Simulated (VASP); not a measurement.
# Nb (Im-3m) in VASP: relaxation of volume and atoms at fixed shape with r2SCAN

Aim: the relaxation of volume and atoms at fixed shape of Nb with r2SCAN.

Everything below comes from runs of VASP 6.6.1. Logs are shortened: lines on timing, memory, paths and dates and some standing lists are left out, and cuts for length are marked.

## Step 1: The cell of the first run

It takes space group Im-3m (No. 229, cubic). Conventional cell: a = 3.328 Å, b = 3.328 Å, c = 3.328 Å, α = 90.00°, β = 90.00°, γ = 90.00°. Within 3.8 Å of Nb (site symmetry m-3m) lie 14 Nb at 2.88 to 3.33 Å.

## Step 2: Relaxation of volume and atoms at fixed shape, r2SCAN

File POSCAR:

```
Nb
1.0
   -1.6639500000      1.6639500000      1.6639500000
    1.6639500000     -1.6639500000      1.6639500000
    1.6639500000      1.6639500000     -1.6639500000
Nb
1
Direct
    0.0000000000      0.0000000000      0.0000000000
```

File INCAR.step1:

```
ALGO     = Normal         # electronic algorithm
EDIFF    = 1E-4           # SCF threshold, eV
ENCUT    = 600            # plane-wave cutoff, eV
GGA      = PE             # functional
ISMEAR   = 1              # smearing method
LASPH    = True           # aspherical terms in the spheres
LCHARG   = False          # write CHGCAR
LREAL    = False          # projectors in reciprocal space
LWAVE    = True           # write WAVECAR
NELM     = 80             # most SCF steps
PREC     = Accurate       # precision mode
SIGMA    = 0.05           # smearing width, eV
```

File INCAR.step2:

```
ALGO     = Normal         # electronic algorithm
EDIFF    = 1E-6           # SCF threshold, eV
EDIFFG   = -0.02          # ionic threshold
ENCUT    = 600            # plane-wave cutoff, eV
IBRION   = 2              # ionic algorithm
ISIF     = 8              # what is computed and relaxed
ISMEAR   = 1              # smearing method
ISTART   = 1            
LASPH    = True           # aspherical terms in the spheres
LCHARG   = False          # write CHGCAR
LMIXTAU  = True         
LREAL    = False          # projectors in reciprocal space
LWAVE    = False          # write WAVECAR
METAGGA  = R2SCAN         # meta-GGA
NELM     = 80             # most SCF steps
NSW      = 80             # ionic steps
PREC     = Accurate       # precision mode
SIGMA    = 0.05           # smearing width, eV
```

File KPOINTS:

```
k-points
0
Gamma
  20 20 20
```

Potentials or basis: VASP PAW PBE potentials, release 64 (Nb_sv).

Command:

```console
cat potpaw_PBE.64/Nb_sv/POTCAR > POTCAR
cp INCAR.step1 INCAR
mpirun -np 1 vasp_std > vasp.out
cp INCAR.step2 INCAR
mpirun -np 1 vasp_std > vasp.out
```

OUTCAR:

```text
EDIFF = 1E-6
   EDIFFG = -0.02
   ENCUT = 600
   IBRION = 2
   ISIF = 8
   ISMEAR = 1
   ISTART = 1
   LASPH = True
   LREAL = False
   METAGGA = R2SCAN
   NELM = 80
   NSW = 80
   PREC = Accurate

 ion  position               nearest neighbor table
   1  0.000  0.000  0.000-

  LATTYP: Found a body centered cubic cell.
 ALAT       =     3.3279000000

  Lattice vectors:

 A1 = (  -1.6639500000,   1.6639500000,   1.6639500000)
 A2 = (   1.6639500000,  -1.6639500000,   1.6639500000)
 A3 = (   1.6639500000,   1.6639500000,  -1.6639500000)

Analysis of symmetry for initial positions (statically):
=====================================================================
 Subroutine PRICEL returns:
 Original cell was already a primitive cell.

 Routine SETGRP: Setting up the symmetry group for a
 body centered cubic supercell.

 Subroutine GETGRP returns: Found 48 space group operations
 (whereof 48 operations were pure point group operations)
 out of a pool of 48 trial point group operations.

The static configuration has the point symmetry O_h .

Analysis of symmetry for dynamics (positions and initial velocities):
=====================================================================
 Subroutine PRICEL returns:
 Original cell was already a primitive cell.

 Routine SETGRP: Setting up the symmetry group for a
 body centered cubic supercell.

 Subroutine GETGRP returns: Found 48 space group operations
 (whereof 48 operations were pure point group operations)
 out of a pool of 48 trial point group operations.

The dynamic configuration has the point symmetry O_h .

 Subroutine INISYM returns: Found 48 space group operations
 (whereof 48 operations are pure point group operations),
 and found     1 'primitive' translations

----------------------------------------------------------------------------------------

                                     Primitive cell

  volume of cell :      18.4281

  direct lattice vectors                    reciprocal lattice vectors
    -1.663950000  1.663950000  1.663950000     0.000000000  0.300489798  0.300489798
     1.663950000 -1.663950000  1.663950000     0.300489798  0.000000000  0.300489798
     1.663950000  1.663950000 -1.663950000     0.300489798  0.300489798  0.000000000

  length of vectors
[... 95 lines left out ...]
   ISMEAR =     1;   SIGMA  =   0.05  broadening in eV -4-tet -1-fermi 0-gaus
   EFERMI_NEDOS =   21; number of points for ismear=-14 and -15
   IALGO  =     38    algorithm
   IMIX   =      4    mixing-type and parameters
     AMIX     =   0.40;   BMIX     =  1.00
     AMIX_MAG =   1.60;   BMIX_MAG =  1.00
  volume/ion in A,a.u.               =      18.43       124.36
  Fermi-wavevector in a.u.,A,eV,Ry     =   1.457345  2.753983 28.896790  2.123854
  Thomas-Fermi vector in A             =   2.574157
   LORBIT       =      0    0 simple, 1 ext, 2 COOP (PROOUT), +10 PAW based schemes
   METAGGA = R2SCAN    functional components
   LHFCALC =     F    Hartree Fock is set to
   AEXX    =    0.0000 exact exchange contribution
   IVDW    =     0    specifies the selected vdW correction
   LEPSILON=     F    determine dielectric tensor
   LRPA    =     F    only Hartree local field effects (RPA)
 conjugate gradient relaxation of ions
 non-spin polarized calculation
 Methfessel and Paxton  Order N= 1 SIGMA  =   0.05
  energy-cutoff  :      600.00
  volume of cell :       18.43
 maximum number of plane-waves:       632
   NGX = 11   NGY = 11   NGZ = 11

--------------------------------------- Ionic step        1  -------------------------------------------

 number of electron      12.9999999 magnetization

 Free energy of the ion-electron system (eV)
  ---------------------------------------------------
  ext. energy  EPLUGINS =         0.00000000
  ---------------------------------------------------
  free energy    TOTEN  =       -24.83545770 eV

  energy without entropy =      -24.83555768  energy(sigma->0) =      -24.83549103

------------------------ aborting loop because EDIFF is reached ----------------------------------------

  FORCE on cell =-STRESS in cart. coord.  units (eV):
  Direction    XX          YY          ZZ          XY          YZ          ZX
  --------------------------------------------------------------------------------------
  -------------------------------------------------------------------------------------
  Total       -0.4672578     -0.4672578     -0.4672578      0.0000000     -0.0000000      0.0000000
  in kB      -40.6243445    -40.6243445    -40.6243445      0.0000000     -0.0000000      0.0000000
  external PRESSURE =     -40.6243445 kB  Pullay stress =       0.0000000 kB
[... 57 lines left out ...]
--------------------------------------- Ionic step        3  -------------------------------------------

 number of electron      13.0000000 magnetization

 Free energy of the ion-electron system (eV)
  ---------------------------------------------------
  ext. energy  EPLUGINS =         0.00000000
  ---------------------------------------------------
  free energy    TOTEN  =       -24.84119603 eV

  energy without entropy =      -24.84126250  energy(sigma->0) =      -24.84121819

 E-fermi :  11.1629     XC(G=0): -13.6311

 val. band max:       11.1562358427   @ k =   0.3000   0.1500   0.0000
 cond. band min:      11.1637793647   @ k =   0.2000   0.0000   0.0000
 fundamental gap:      0.0075435220
 Fermi energy:        11.1628912227

 k-point     1 :       0.0000    0.0000    0.0000
  band No.  band energies     occupation
      1     -45.0000      2.00000
      2     -19.5373      2.00000
      3     -19.5373      2.00000
      4     -19.5373      2.00000
      5       4.8608      2.00000
      6      11.5949     -0.00000
      7      11.5949     -0.00000
      8      11.5949     -0.00000
      9      14.7217      0.00000
     10      14.7217      0.00000
[... 287 lines left out ...]
 k-point    24 :       0.2500    0.1000    0.0000
  band No.  band energies     occupation
      1     -44.8137      2.00000
      2     -20.5265      2.00000
      3     -19.8557      2.00000
      4     -19.5960      2.00000
      5       7.5789      2.00000
      6      10.0802      2.00000
      7      10.8382      2.00000
      8      14.0388      0.00000
      9      15.2510      0.00000
     10      15.4695      0.00000

 [... further k-points ...]

------------------------ aborting loop because EDIFF is reached ----------------------------------------

  FORCE on cell =-STRESS in cart. coord.  units (eV):
  Direction    XX          YY          ZZ          XY          YZ          ZX
  --------------------------------------------------------------------------------------
  -------------------------------------------------------------------------------------
  Total       -0.0084791     -0.0084791     -0.0084791      0.0000000     -0.0000000     -0.0000000
  in kB       -0.7549350     -0.7549350     -0.7549350      0.0000000     -0.0000000     -0.0000000
  external PRESSURE =      -0.7549350 kB  Pullay stress =       0.0000000 kB
[... 16 lines left out ...]
  FREE ENERGIE OF THE ION-ELECTRON SYSTEM (eV)
  ---------------------------------------------------
  free  energy   TOTEN  =       -24.8411960292 eV

  energy  without entropy=      -24.8412624993  energy(sigma->0) =      -24.84121819

 reached required accuracy - stopping structural energy minimisation
```

It took 7.4 min on 1 thread of Intel Xeon Platinum 8259CL at 2.50GHz (Skylake/Cascade Lake), shared host; peak memory 0.2 GiB.

Results:

```
Free energy                           : -24.8412 eV
Relaxed volume                        : 17.99 Å³/atom
Relaxed cell                          : a = 2.859 Å, b = 2.859 Å, c = 2.859 Å, α = 109.47°, β = 109.47°, γ = 109.47°
Space group after relaxing (to 0.1 Å) : Im-3m (No. 229)
Energy gained by relaxing             : 5.7 meV/atom
Ionic steps                           : 3
Pressure after relaxing               : -0.1 GPa
Band gap on the k mesh                : zero (an odd number of electrons rules out a gap without spin polarisation)
```

The path:
```csv
step,energy change (eV),largest force (eV/Å),pressure (GPa),volume (Å³)
1,0.0000,0.0000,-4.06,18.43
2,0.0142,0.0000,8.44,17.21
3,-0.0057,0.0000,-0.08,17.99
```

Final structure:
```
CELL_PARAMETERS angstrom
-1.65081 1.65081 1.65081
1.65081 -1.65081 1.65081
1.65081 1.65081 -1.65081
ATOMIC_POSITIONS crystal
Nb 0.00000 0.00000 0.00000
```

Caveat: the PAW data sets were made with another functional, which shifts forces and pressure a little.
